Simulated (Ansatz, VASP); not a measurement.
One calculation of Si7Mo, two programs

```xyz
8
Lattice="2.4507 -2.7760 0.0000 2.4507 2.7760 0.0000 -0.0487 0.0000 9.1573" Properties=species:S:1:pos:R:3 pbc="T T T"
Si    1.2159   -0.8920    6.8672
Si    3.6369   -0.8920    2.2901
Si    3.6321   -1.3005    6.8339
Si    1.2206   -1.3005    2.3234
Si    2.4507   -1.3690    0.0000
Si    3.6467    0.3037    4.9477
Si    1.2061    0.3037    4.2096
Mo    2.4507    1.5824    0.0000
```

Alike in both runs: task relaxation of cell and atoms; functional PBE; k mesh 8 × 8 × 4; occupations gaussian, width 0.1 eV; no spin polarisation.

```csv
,VASP,Ansatz
version,VASP 6.6.1,Ansatz 0.2.0
potentials or method,"VASP PAW PBE potentials, release 64 (Si, Mo_sv), cutoff 600 eV","scalar-relativistic, plane waves, PAW"
valence electrons in the cell,42,42
```

```tsv
	VASP	Ansatz	Ansatz less VASP
gap on the k mesh at the Fermi level, each at its own relaxed structure (eV)	none	none	-
relaxed volume (Å³/atom)	15.52	15.52	0.000
relaxed cell length with the largest relative difference (Å)	9.217	9.220	+0.0032
```

A gap of «none» marks a metal or a gap that the smearing closes.
